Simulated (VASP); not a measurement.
# BaO (Fm-3m) in VASP: further runs

The runs below take BaO through single point, with PBE.

Everything below comes from runs of VASP 6.6.1. Logs are shortened: lines on timing, memory, paths and dates and some standing lists are left out, and cuts for length are marked.

### Step 1. The cell of the first run

Symmetry: Fm-3m, No. 225, cubic system. The conventional cell has a = 5.544 Å, b = 5.544 Å, c = 5.544 Å, α = 90.00°, β = 90.00°, γ = 90.00°. Within 3.7 Å of Ba (site symmetry m-3m) lie 6 O at 2.77 Å. Within 3.7 Å of O (site symmetry m-3m) lie 6 Ba at 2.77 Å.

### Step 2. Single point, PBE

File INCAR:

```
SYSTEM = BaO
ALGO = Normal
EDIFF = 1E-6
ENCUT = 600
GGA = PE
GGA_COMPAT = .False.
ISIF = 2
ISMEAR = 0
LASPH = .True.
LCHARG = .False.
LREAL = .False.
LWAVE = .False.
NBANDS = 15
NELM = 120
PREC = Accurate
SIGMA = 0.01
```

File KPOINTS:

```
k-points
0
Gamma
  4 4 4
  0 0 0
```

File POSCAR:

```
BaO
1.0
    0.0000000000      2.7718674917      2.7718674917
    2.7718674917      0.0000000000      2.7718674917
    2.7718674917      2.7718674917      0.0000000000
Ba O
1 1
Direct
    0.0000000000      0.0000000000      0.0000000000
    0.5000000000      0.5000000000      0.5000000000
```

Potentials or basis: VASP PAW PBE potentials, release 64 (Ba_sv, O).

Started as:

```bash
> cat potpaw_PBE.64/Ba_sv/POTCAR potpaw_PBE.64/O/POTCAR > POTCAR
> mpirun -np 1 vasp_std > vasp.out
```

OUTCAR:

```text
SYSTEM = BaO
   EDIFF = 1E-6
   ENCUT = 600
   GGA = PE
   ISIF = 2
   ISMEAR = 0
   LASPH = .True.
   LREAL = .False.
   NELM = 120
   PREC = Accurate

 ion  position               nearest neighbor table
   1  0.000  0.000  0.000-   2 2.77   2 2.77   2 2.77   2 2.77   2 2.77   2 2.77
   2  0.500  0.500  0.500-   1 2.77   1 2.77   1 2.77   1 2.77   1 2.77   1 2.77

  LATTYP: Found a face centered cubic cell.
 ALAT       =     5.5437349834

  Lattice vectors:

 A1 = (   0.0000000000,   2.7718674917,   2.7718674917)
 A2 = (   2.7718674917,   0.0000000000,   2.7718674917)
 A3 = (   2.7718674917,   2.7718674917,   0.0000000000)

Analysis of symmetry for initial positions (statically):
=====================================================================
 Subroutine PRICEL returns:
 Original cell was already a primitive cell.

 Routine SETGRP: Setting up the symmetry group for a
 face centered cubic supercell.

 Subroutine GETGRP returns: Found 48 space group operations
 (whereof 48 operations were pure point group operations)
 out of a pool of 48 trial point group operations.

The static configuration has the point symmetry O_h .

Analysis of symmetry for dynamics (positions and initial velocities):
=====================================================================
 Subroutine PRICEL returns:
 Original cell was already a primitive cell.

 Routine SETGRP: Setting up the symmetry group for a
 face centered cubic supercell.

 Subroutine GETGRP returns: Found 48 space group operations
 (whereof 48 operations were pure point group operations)
 out of a pool of 48 trial point group operations.

The dynamic configuration has the point symmetry O_h .

 Subroutine INISYM returns: Found 48 space group operations
 (whereof 48 operations are pure point group operations),
 and found     1 'primitive' translations

----------------------------------------------------------------------------------------

                                     Primitive cell

  volume of cell :      42.5939

  direct lattice vectors                    reciprocal lattice vectors
     0.000000000  2.771867492  2.771867492    -0.180383803  0.180383803  0.180383803
     2.771867492  0.000000000  2.771867492     0.180383803 -0.180383803  0.180383803
     2.771867492  2.771867492  0.000000000     0.180383803  0.180383803 -0.180383803

  length of vectors
     3.920012600  3.920012600  3.920012600     0.312433912  0.312433912  0.312433912

  position of ions in fractional coordinates (direct lattice)
     0.000000000  0.000000000  0.000000000
     0.500000000  0.500000000  0.500000000

  ion indices of the primitive-cell ions
   primitive index   ion index
                 1           1
                 2           2

----------------------------------------------------------------------------------------

 KPOINTS: k-points

Automatic generation of k-mesh.
 Grid dimensions read from file:
 generate k-points for:    4    4    4

 Generating k-lattice:

  Cartesian coordinates                     Fractional coordinates (reciprocal lattice)
    -0.045095951  0.045095951  0.045095951     0.250000000  0.000000000  0.000000000
     0.045095951 -0.045095951  0.045095951     0.000000000  0.250000000  0.000000000
     0.045095951  0.045095951 -0.045095951     0.000000000  0.000000000  0.250000000

  Length of vectors
     0.078108478  0.078108478  0.078108478

  Shift w.r.t. Gamma in fractional coordinates (k-lattice)
     0.000000000  0.000000000  0.000000000

 Subroutine IBZKPT returns following result:
 ===========================================

 Found      8 irreducible k-points:

 Following reciprocal coordinates:
            Coordinates               Weight
  0.000000  0.000000  0.000000      1.000000
  0.250000  0.000000  0.000000      8.000000
  0.500000  0.000000  0.000000      4.000000
  0.250000  0.250000  0.000000      6.000000
  0.500000  0.250000  0.000000     24.000000
 -0.250000  0.250000  0.000000     12.000000
  0.500000  0.500000  0.000000      3.000000
 -0.250000  0.500000  0.250000      6.000000
   k-points           NKPTS =      8   k-points in BZ     NKDIM =      8   number of bands    NBANDS=     15
   number of dos      NEDOS =    301   number of ions     NIONS =      2
   total plane-waves  NPLWV =  32768
   dimension x,y,z NGX =    32 NGY =   32 NGZ =   32
   dimension x,y,z NGXF=    64 NGYF=   64 NGZF=   64
   ions per type =               1   1
   NGX,Y,Z   is equivalent  to a cutoff of  13.57, 13.57, 13.57 a.u.
   NGXF,Y,Z  is equivalent  to a cutoff of  27.14, 27.14, 27.14 a.u.
 SYSTEM =  BaO
   PREC   = accura    normal or accurate (medium, high low for compatibility)
   ISTART =      0    job   : 0-new  1-cont  2-samecut
   ICHARG =      2    charge: 1-file 2-atom 10-const
   ISPIN  =      1    spin polarized calculation?
   LNONCOLLINEAR =      F non collinear calculations
   LSORBIT =      F    spin-orbit coupling
   LASPH  =      T    aspherical Exc in radial PAW
   ENCUT  =  600.0 eV  44.10 Ry    6.64 a.u.   7.83  7.83  7.83*2*pi/ulx,y,z
   NELM   =    120;   NELMIN=  2; NELMDL= -5     # of ELM steps
   EDIFF  = 0.1E-05   stopping-criterion for ELM
   LREAL  =      F    real-space projection
   EDIFFG = 0.1E-04   stopping-criterion for IOM
   NSW    =      0    number of steps for IOM
   IBRION =     -1    ionic relax: 0-MD 1-quasi-New 2-CG
   NFREE  =      0    steps in history (QN), initial steepest desc. (CG)
   ISIF   =      2    stress and relaxation
   ISYM   =      2    0-nonsym 1-usesym 2-fastsym
   POTIM  = 0.5000    time-step for ionic-motion
   TEBEG  =    0.0;   TEEND  =   0.0 temperature during run
   PSTRESS=    0.0 pullay stress
   NELECT =      16.0000    total number of electrons
   NUPDOWN=      -1.0000    fix difference up-down
   EMIN   =  10.00;   EMAX   =-10.00  energy-range for DOS
   EFERMI =   0.00;   METHOD = LEGACY
   ISMEAR =     0;   SIGMA  =   0.01  broadening in eV -4-tet -1-fermi 0-gaus
   EFERMI_NEDOS =   21; number of points for ismear=-14 and -15
   IALGO  =     38    algorithm
   IMIX   =      4    mixing-type and parameters
     AMIX     =   0.40;   BMIX     =  1.00
     AMIX_MAG =   1.60;   BMIX_MAG =  1.00
  volume/ion in A,a.u.               =      21.30       143.72
  Fermi-wavevector in a.u.,A,eV,Ry     =   1.181224  2.232190 18.984084  1.395291
  Thomas-Fermi vector in A             =   2.317502
   LORBIT       =      0    0 simple, 1 ext, 2 COOP (PROOUT), +10 PAW based schemes
   GGA     = PE    functional components
   LHFCALC =     F    Hartree Fock is set to
   AEXX    =    0.0000 exact exchange contribution
   IVDW    =     0    specifies the selected vdW correction
   LEPSILON=     F    determine dielectric tensor
   LRPA    =     F    only Hartree local field effects (RPA)
 non-spin polarized calculation
 Gauss-broadening in eV      SIGMA  =   0.01
  energy-cutoff  :      600.00
  volume of cell :       42.59
 maximum number of plane-waves:      1428
   NGX = 15   NGY = 15   NGZ = 15

 number of electron      16.0000000 magnetization

 Free energy of the ion-electron system (eV)
  ---------------------------------------------------
  ext. energy  EPLUGINS =         0.00000000
  ---------------------------------------------------
  free energy    TOTEN  =       -11.79327762 eV

  energy without entropy =      -11.79327762  energy(sigma->0) =      -11.79327762

 E-fermi :   1.9444     XC(G=0):  -9.6066

 val. band max:        1.8644600587   @ k =   0.5000   0.5000   0.0000
 cond. band min:       3.8428463248   @ k =   0.5000   0.5000   0.0000
 fundamental gap:      1.9783862661
 Fermi energy:         1.9443685772

 k-point     1 :       0.0000    0.0000    0.0000
  band No.  band energies     occupation
      1     -24.0547      2.00000
      2     -13.1441      2.00000
      3      -8.5721      2.00000
      4      -8.5721      2.00000
      5      -8.5721      2.00000
      6       1.5295      2.00000
      7       1.5295      2.00000
      8       1.5295      2.00000
      9       5.3948      0.00000
     10       6.5426      0.00000
     11       6.5426      0.00000
     12       6.5426      0.00000
     13       8.8022      0.00000
     14       8.8022      0.00000
     15      11.8324      0.00000

 k-point     2 :       0.2500    0.0000    0.0000
  band No.  band energies     occupation
      1     -23.9308      2.00000
      2     -13.5040      2.00000
      3      -8.6875      2.00000
      4      -8.6332      2.00000
      5      -8.6332      2.00000
      6       0.5671      2.00000
      7       0.9055      2.00000
      8       0.9055      2.00000
      9       6.3234      0.00000
     10       7.6117      0.00000
     11       7.6117      0.00000
     12       7.6269      0.00000
     13      10.1835      0.00000
     14      10.1835      0.00000
     15      14.8371      0.00000

 k-point     3 :       0.5000    0.0000    0.0000
  band No.  band energies     occupation
      1     -23.8006      2.00000
      2     -13.8656      2.00000
      3      -8.7870      2.00000
      4      -8.6916      2.00000
      5      -8.6916      2.00000
      6      -0.1231      2.00000
      7       0.3988      2.00000
      8       0.3988      2.00000
      9       6.7855      0.00000
     10       9.0059      0.00000
     11       9.0059      0.00000
     12      10.0308      0.00000
     13      12.3322      0.00000
     14      12.3322      0.00000
     15      15.3014      0.00000
[... 55 lines left out ...]
 k-point     7 :       0.5000    0.5000    0.0000
  band No.  band energies     occupation
      1     -23.7332      2.00000
      2     -13.3136      2.00000
      3     -10.0363      2.00000
      4      -9.1482      2.00000
      5      -9.1482      2.00000
      6       1.7107      2.00000
      7       1.7107      2.00000
      8       1.8645      2.00000
      9       3.8428      0.00000
     10       7.8211      0.00000
     11      10.7346      0.00000
     12      11.2389      0.00000
     13      11.5683      0.00000
     14      11.5683      0.00000
     15      15.1459      0.00000

 k-point     8 :      -0.2500    0.5000    0.2500
  band No.  band energies     occupation
      1     -23.7280      2.00000
      2     -13.5095      2.00000
      3      -9.6210      2.00000
      4      -9.6210      2.00000
      5      -8.6423      2.00000
      6       0.5471      2.00000
      7       1.6619      2.00000
      8       1.6619      2.00000
      9       6.4675      0.00000
     10       6.4675      0.00000
     11       8.6858      0.00000
     12      11.5893      0.00000
     13      11.6110      0.00000
     14      13.6815      0.00000
     15      15.1227      0.00000

------------------------ aborting loop because EDIFF is reached ----------------------------------------

  FORCE on cell =-STRESS in cart. coord.  units (eV):
  Direction    XX          YY          ZZ          XY          YZ          ZX
  --------------------------------------------------------------------------------------
  -------------------------------------------------------------------------------------
  Total        0.7444900      0.7444900      0.7444900      0.0000000      0.0000000      0.0000000
  in kB       28.0041293     28.0041293     28.0041293      0.0000000      0.0000000      0.0000000
  external PRESSURE =      28.0041293 kB  Pullay stress =       0.0000000 kB

 VOLUME and BASIS-vectors are now :
 -----------------------------------------------------------------------------
  energy-cutoff  :      600.00
  volume of cell :       42.59
      direct lattice vectors                 reciprocal lattice vectors
     0.000000000  2.771867492  2.771867492    -0.180383803  0.180383803  0.180383803
     2.771867492  0.000000000  2.771867492     0.180383803 -0.180383803  0.180383803
     2.771867492  2.771867492  0.000000000     0.180383803  0.180383803 -0.180383803

 POSITION                                       TOTAL-FORCE (eV/Angst)
 -----------------------------------------------------------------------------------
      0.00000      0.00000      0.00000         0.000000      0.000000      0.000000
      2.77187      2.77187      2.77187         0.000000      0.000000      0.000000
 -----------------------------------------------------------------------------------
    total drift:                                0.000000     -0.000000      0.000000

  FREE ENERGIE OF THE ION-ELECTRON SYSTEM (eV)
  ---------------------------------------------------
  free  energy   TOTEN  =       -11.7932776237 eV

  energy  without entropy=      -11.7932776237  energy(sigma->0) =      -11.79327762
```

It took 11 s on 1 thread of Intel Xeon Platinum 8375C at 2.90GHz (Ice Lake), shared host; peak memory 0.18 GiB.

Results:

| Property | Result |
| --- | --- |
| Free energy | -11.7933 eV |
| Pressure | 2.8 GPa |
| Band gap on the k mesh | 1.98 eV |

Levels at points of the mesh, in eV from the valence-band top:
```
           k point  band 4  band 5  band 6  band 7  band 8  band 9  band 10  band 11  band 12  band 13
(0.00, 0.00, 0.00)  -10.44  -10.44   -0.33   -0.33   -0.33    3.53     4.68     4.68     4.68     6.94
(0.50, 0.00, 0.00)  -10.56  -10.56   -1.99   -1.47   -1.47    4.92     7.14     7.14     8.17    10.47
(0.50, 0.50, 0.00)  -11.01  -11.01   -0.15   -0.15    0.00    1.98     5.96     8.87     9.37     9.70
```

Caveat: the k points lie up to 0.49 Å⁻¹ apart; spin-orbit coupling is left out, which moves the levels of the heavy elements.

### Step 3. Single point, PBE

File INCAR:

```
PREC = Accurate
ENCUT = 600
EDIFF = 1E-6
ISMEAR = 0
SIGMA = 0.01
LREAL = F
LASPH = T
NELM = 120
ALGO = Normal
ISIF = 2
LWAVE = F
LCHARG = T
GGA = PE
LELF = T
LVHAR = T
NBANDS = 15
GGA_COMPAT = F
```

File KPOINTS:

```
regular mesh
0
Gamma
  4 4 4
```

POSCAR is that of step 2.

Potentials or basis: VASP PAW PBE potentials, release 64 (Ba_sv, O).

Started as:

```bash
> cat potpaw_PBE.64/Ba_sv/POTCAR potpaw_PBE.64/O/POTCAR > POTCAR
> mpirun -np 1 vasp_std > vasp.out
```

It took 13 s on 1 thread of Intel Xeon Platinum 8375C at 2.90GHz (Ice Lake), shared host; peak memory 0.17 GiB.

The run converged. Its results:

```
Free energy            : -11.7933 eV
Pressure               : 2.8 GPa
Band gap on the k mesh : 1.98 eV
```

Levels at points of the mesh, in eV from the valence-band top:
| k point | band 6 | band 7 | band 8 | band 9 | band 10 | band 11 |
| --- | --- | --- | --- | --- | --- | --- |
| (0.00, 0.00, 0.00) | -0.33 | -0.33 | -0.33 | 3.53 | 4.68 | 4.68 |
| (0.50, 0.00, 0.00) | -1.99 | -1.47 | -1.47 | 4.92 | 7.14 | 7.14 |
| (0.50, 0.50, 0.00) | -0.15 | -0.15 | 0.00 | 1.98 | 5.96 | 8.87 |

Caveat: the k points lie up to 0.49 Å⁻¹ apart; spin-orbit coupling is left out, which moves the levels of the heavy elements. A k mesh can miss the band edges.

### Step 4. Single point, PBE

File INCAR:

```
PREC = Accurate
ENCUT = 600
EDIFF = 1E-6
ISMEAR = 0
SIGMA = 0.01
LREAL = False
LASPH = True
NELM = 120
ALGO = Normal
ISIF = 2
LWAVE = False
LCHARG = False
GGA = PE
NBANDS = 15
GGA_COMPAT = False
```

File KPOINTS:

```
Automatic mesh
0
Gamma
  6 6 6
```

POSCAR is that of step 3.

Started as:

```bash
> cat potpaw_PBE.64/Ba_sv/POTCAR potpaw_PBE.64/O/POTCAR > POTCAR
> mpirun -np 1 vasp_std > vasp.out
```

It took 18 s on 1 thread of Intel Xeon Platinum 8375C at 2.90GHz (Ice Lake), shared host; peak memory 0.18 GiB.

The run converged. Its results:

- Free energy: -11.7965 eV
- Pressure: 2.8 GPa
- Band gap on the k mesh: 1.98 eV

Levels at points of the mesh, in eV from the valence-band top:
| k point | band 4 | band 5 | band 6 | band 7 | band 8 | band 9 | band 10 | band 11 | band 12 | band 13 |
| --- | --- | --- | --- | --- | --- | --- | --- | --- | --- | --- |
| (0.00, 0.00, 0.00) | -10.43 | -10.43 | -0.34 | -0.34 | -0.34 | 3.53 | 4.68 | 4.68 | 4.68 | 6.94 |
| (0.50, 0.00, 0.00) | -10.55 | -10.55 | -1.99 | -1.47 | -1.47 | 4.92 | 7.15 | 7.15 | 8.17 | 10.47 |
| (0.50, 0.50, 0.00) | -11.01 | -11.01 | -0.15 | -0.15 | 0.00 | 1.98 | 5.96 | 8.88 | 9.38 | 9.71 |

Caveat: spin-orbit coupling is left out, which moves the levels of the heavy elements. A k mesh can miss the band edges.

### Step 5. Single point, PBE

File INCAR:

```
ALGO = Normal
EDIFF = 1E-6
ENCUT = 600
GGA = PE
GGA_COMPAT = F
ISIF = 2
ISMEAR = 1
LASPH = T
LCHARG = F
LREAL = F
LWAVE = F
NBANDS = 15
NELM = 120
PREC = Accurate
SIGMA = 0.2
```

File KPOINTS:

```
k-points
0
Gamma
  6 6 6
```

POSCAR is that of step 4.

Started as:

```bash
> cat potpaw_PBE.64/Ba_sv/POTCAR potpaw_PBE.64/O/POTCAR > POTCAR
> mpirun -np 1 vasp_std > vasp.out
```

Run time: 14 s. Hardware: 1 thread of Intel Xeon Platinum 8375C at 2.90GHz (Ice Lake), shared host; peak memory 0.18 GiB.

The run converged. Its results:

* Free energy: -11.7946 eV
* Pressure: 2.7 GPa
* Band gap on the k mesh: 1.98 eV

Levels at points of the mesh, in eV from the valence-band top:
```csv
k point,band 5,band 6,band 7,band 8,band 9,band 10,band 11,band 12
"(0.00, 0.00, 0.00)",-10.43,-0.34,-0.34,-0.34,3.53,4.68,4.68,4.68
"(0.50, 0.00, 0.00)",-10.55,-1.99,-1.46,-1.46,4.92,7.15,7.15,8.17
"(0.50, 0.50, 0.00)",-11.01,-0.15,-0.15,0.00,1.98,5.96,8.88,9.38
```

Caveat: spin-orbit coupling is left out, which moves the levels of the heavy elements.

### Step 6. Single point, PBE

File INCAR:

```
SYSTEM = BaO
  ALGO = Normal
  EDIFF = 1E-6
  ENCUT = 600
  GGA = PE
  GGA_COMPAT = .False.
  ISIF = 2
  ISMEAR = 0
  LASPH = .True.
  LCHARG = .False.
  LREAL = .False.
  LWAVE = .False.
  NBANDS = 15
  NELM = 120
  PREC = Accurate
  SIGMA = 0.01
```

File KPOINTS:

```
k-points
0
Gamma
  6 6 6
  0 0 0
```

POSCAR is that of step 5.

Potentials or basis: VASP PAW PBE potentials, release 64 (Ba_sv, O).

Started as:

```bash
> cat potpaw_PBE.64/Ba_sv/POTCAR potpaw_PBE.64/O/POTCAR > POTCAR
> mpirun -np 1 vasp_std > vasp.out
```

Wall time 16 s (1 thread of Intel Xeon Platinum 8375C at 2.90GHz (Ice Lake), shared host); peak memory 0.18 GiB.

It converged, with:

| Quantity | Value |
| --- | --- |
| Free energy | -11.7965 eV |
| Pressure | 2.8 GPa |
| Band gap on the k mesh | 1.98 eV |

Levels at points of the mesh, in eV from the valence-band top:
| k point | band 5 | band 6 | band 7 | band 8 | band 9 | band 10 | band 11 | band 12 |
| --- | --- | --- | --- | --- | --- | --- | --- | --- |
| (0.00, 0.00, 0.00) | -10.43 | -0.34 | -0.34 | -0.34 | 3.53 | 4.68 | 4.68 | 4.68 |
| (0.50, 0.00, 0.00) | -10.55 | -1.99 | -1.47 | -1.47 | 4.92 | 7.15 | 7.15 | 8.17 |
| (0.50, 0.50, 0.00) | -11.01 | -0.15 | -0.15 | 0.00 | 1.98 | 5.96 | 8.88 | 9.38 |

Caveat: spin-orbit coupling is left out, which moves the levels of the heavy elements. A k mesh can miss the band edges.

### Step 7. Overview

| k mesh | smearing | gap on the mesh (eV) | pressure (GPa) |
| --- | --- | --- | --- |
| 4 × 4 × 4 | gaussian 0.01 eV | 1.98 | 2.8 |
| 6 × 6 × 6 | gaussian 0.01 eV | 1.98 | 2.8 |
| 6 × 6 × 6 | methfessel-paxton 0.2 eV | 1.98 | 2.7 |

Alike in all rows: task single point; level PBE; potentials or basis VASP PAW PBE potentials, release 64 (Ba_sv, O); no spin polarisation; cell as given; cutoff (eV) 600.

Caveats: some runs use coarse meshes; spin-orbit coupling is left out, which moves the levels of the heavy elements.

Absolute energies hang on the potentials; compare differences alone.
